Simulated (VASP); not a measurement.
Runs of VASP 6.6.1 on BeTe. The structure is cubic, space group Fm-3m (No. 225). The conventional cell has a = 5.366 Å, b = 5.366 Å, c = 5.366 Å, α = 90.00°, β = 90.00°, γ = 90.00°. Within 3.5 Å of Be (site symmetry m-3m) lie 6 Te at 2.68 Å. Within 3.5 Å of Te (site symmetry m-3m) lie 6 Be at 2.68 Å. 

| k mesh | smearing | gap on the mesh (eV) | pressure (GPa) |
| --- | --- | --- | --- |
| 2 × 2 × 2 | fermi-dirac 0.02 eV | none | 12.9 |
| 6 × 6 × 6 | fermi-dirac 0.02 eV | none | -2.4 |
| 6 × 6 × 6 | gaussian 0.05 eV | none | -2.4 |
| 6 × 6 × 6 | methfessel-paxton 0.5 eV | none | (a) |

Alike in all rows: task single point; level PBEsol; potentials or basis VASP PAW PBE potentials, release 64 (Be, Te); no spin polarisation; cell as given; cutoff (eV) 600.

Question: Fill in the values left out.

Answer: (a) -2.3.

Caveats: some runs use coarse meshes; the PAW data sets were made with another functional, which shifts forces and pressure a little; spin-orbit coupling is left out, which moves the levels of the heavy elements; semilocal functionals underestimate gaps, so a narrow gap can read as zero (at least some runs); so wide a smearing shifts energies and pressures (at least some runs).

A k mesh can miss the band edges, and the runs leave out spin-orbit coupling on Te.

A gap of «none» marks levels without a gap at the run's occupations.
